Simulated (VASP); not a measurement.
Set up this calculation in VASP 6.6.1, as the native input.

| Quantity | Value |
| --- | --- |
| Task | relaxation of cell and atoms |
| Functional | PBE |
| Potentials or basis | VASP PAW PBE potentials, release 64 (La, Sc_sv, F) |
| Cutoff | 600 eV |
| k mesh | 6 × 6 × 4 |
| Occupations | gaussian, width 0.1 eV |
| Spin | no spin polarisation |
| Dipole correction | no |
| Further INCAR settings | ALGO = Normal; EDIFF = 1e-06; IBRION = 2; EDIFFG = -0.04; NSW = 90; ISIF = 3 |

The structure of LaScF lies in POSCAR:

```
LaScF
1.0
    3.3562311224      0.0000000000      0.0000000000
    0.0000000000      3.3562311224      0.0000000000
    0.0000000000      0.0000000000      5.5574945737
La Sc F
1 1 1
Direct
    0.0000000000      0.0000000000      0.5000000000
    0.5000000000      0.5000000000      0.0000000000
    0.0000000000      0.0000000000      0.0000000000
```

The input as run:

INCAR

```
PREC     = Accurate       # precision mode
ENCUT    = 600            # plane-wave cutoff, eV
EDIFF    = 1E-6           # SCF threshold, eV
ISMEAR   = 0              # smearing method
SIGMA    = 0.1            # smearing width, eV
LREAL    = False          # projectors in reciprocal space
LASPH    = True           # aspherical terms in the spheres
NELM     = 100            # most SCF steps
ALGO     = Normal         # electronic algorithm
ISIF     = 3              # what is computed and relaxed
LWAVE    = False          # write WAVECAR
LCHARG   = False          # write CHGCAR
GGA      = PE             # functional
IBRION   = 2              # ionic algorithm
NSW      = 90             # ionic steps
EDIFFG   = -0.04          # ionic threshold
```

KPOINTS

```
Automatic mesh
0
Gamma
  6 6 4
```

Potentials or basis: VASP PAW PBE potentials, release 64 (La, Sc_sv, F).

Command:

```console
$ cat potpaw_PBE.64/La/POTCAR potpaw_PBE.64/Sc_sv/POTCAR potpaw_PBE.64/F/POTCAR > POTCAR
$ mpirun -np 1 vasp_std > vasp.out
```

It gave:

```
Relaxed volume                         : 21.29 Å³/atom
Relaxed cell                           : a = 3.381 Å, b = 3.381 Å, c = 5.588 Å, α = 90.00°, β = 90.00°, γ = 90.00°
Space group after relaxing (to 0.05 Å) : P4/mmm (No. 123)
Energy gained by relaxing              : 1.5 meV/atom
Ionic steps                            : 2
Pressure after relaxing                : 0.0 GPa
```

Caveat: an odd number of electrons without spin polarisation forces a metal; a magnetic or distorted state may lie lower.

It took 54 s on 1 thread of AMD EPYC 9R45 96-Core Processor (Zen 5), with other jobs on the host, peak memory 0.21 GiB.
